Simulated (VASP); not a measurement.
Here is a VASP 6.6.1 calculation.

INCAR

```
  PREC = Accurate
  ENCUT = 520
  EDIFF = 1E-6
  ISMEAR = -1
  SIGMA = 0.15
  LREAL = False
  LASPH = True
  NELM = 100
  ALGO = Fast
  ISIF = 2
  LWAVE = False
  LCHARG = False
  NBANDS = 33
```

KPOINTS

```
Automatic mesh
0
Gamma
  10 10 10
```

The input POSCAR:

```
ScGa3
1.0
    3.9990820167      0.0000000000      0.0000000000
    0.0000000000      3.9990820167      0.0000000000
    0.0000000000      0.0000000000      3.9990820167
Sc Ga
1 3
Direct
    0.0000000000      0.0000000000      0.0000000000
    0.0000000000      0.5000000000      0.5000000000
    0.5000000000      0.0000000000      0.5000000000
    0.5000000000      0.5000000000      0.0000000000
```

Potentials or basis: VASP PAW LDA potentials, release 64 (Sc_sv, Ga_d).

The run is started by

```console
$ cat potpaw_LDA.64/Sc_sv/POTCAR potpaw_LDA.64/Ga_d/POTCAR > POTCAR
$ mpirun -np 1 vasp_std > vasp.out
```

Question: Predict the band gap on the k mesh.

Answer: Zero (band 25 reaches 7.34 eV, above the bottom of band 26 at 3.71 eV).

Question: What does it give for the pressure?

Answer: 0.3 GPa.
